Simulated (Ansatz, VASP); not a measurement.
**Sn3Te: VASP beside Ansatz**

```
Te Sn
1.0
    -2.28546    2.28546    5.47947
     2.28546   -2.28546    5.47947
     2.28546    2.28546   -5.47947
Te Sn
1 3
Direct
  0.00000 0.00000 0.00000
  0.50000 0.50000 0.00000
  0.25000 0.75000 0.50000
  0.75000 0.25000 0.50000
```

Change from the starting cell: volume scaled by 0.98.

Alike in both runs: task single point; functional PBEsol; k mesh 8 × 8 × 8; occupations fermi-dirac, width 0.05 eV; no spin polarisation.

|  | VASP | Ansatz |
| --- | --- | --- |
| version | VASP 6.6.1 | Ansatz 0.2.0 |
| potentials or method | VASP PAW PBE potentials, release 64 (Te, Sn_d), cutoff 520 eV | all-electron LAPW, scalar-relativistic |

Ansatz gave:

```
gap on the k mesh at the Fermi level (eV)                     : none
pressure (GPa)                                                : -2.2
traceless stress, the component that is largest in VASP (GPa) : -0.21
```

Task: What did VASP give for the same quantities?

Result: gap on the k mesh at the Fermi level (eV): none; pressure (GPa): -2.3; traceless stress, the component that is largest in VASP (GPa): -0.23.

VASP's potentials were made for PBE, not for PBEsol. A gap of «none» marks a metal or a gap that the smearing closes. Ansatz ran all-electron here, and VASP with PAW potentials.

Neither program's run includes spin-orbit coupling.
